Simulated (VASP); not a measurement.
A run of VASP 6.6.1 is set up as follows.

The input INCAR:

```
PREC = Accurate ; ENCUT = 520
EDIFF = 1E-6 ; ISMEAR = 0
SIGMA = 0.1 ; LREAL = False
LASPH = True ; NELM = 100
ALGO = Fast ; ISIF = 2
LWAVE = False ; LCHARG = False
GGA = PS ; NBANDS = 11
```

KPOINTS

```
Automatic mesh
0
Gamma
  15 15 15
```

Contents of POSCAR:

```
Pt
1.0
    2.7439667418      0.0000000000      0.0000000000
   -1.3719833709      2.3763449055      0.0000000000
    1.3719833709      0.7921149685      2.2883545476
Pt
1
Direct
    0.0000000000      0.0000000000      0.0000000000
```

Potentials or basis: VASP PAW PBE potentials, release 64 (Pt).

Run with:

```bash
$ cat potpaw_PBE.64/Pt/POTCAR > POTCAR
$ mpirun -np 1 vasp_std > vasp.out
```

Q: Predict the band gap on the k mesh.

A: Zero (band 5 reaches 11.76 eV, above the bottom of band 6 at 9.53 eV).

Q: Estimate the pressure.

A: 2.0 GPa.

Stress tensor (GPa, compression positive):
```
 3.16  0.00  0.00
 0.00  3.16  0.00
 0.00  0.00 -0.26
```

Caveat: the PAW data sets were made with another functional, which shifts forces and pressure a little; spin-orbit coupling is left out, which moves the levels of the heavy elements.
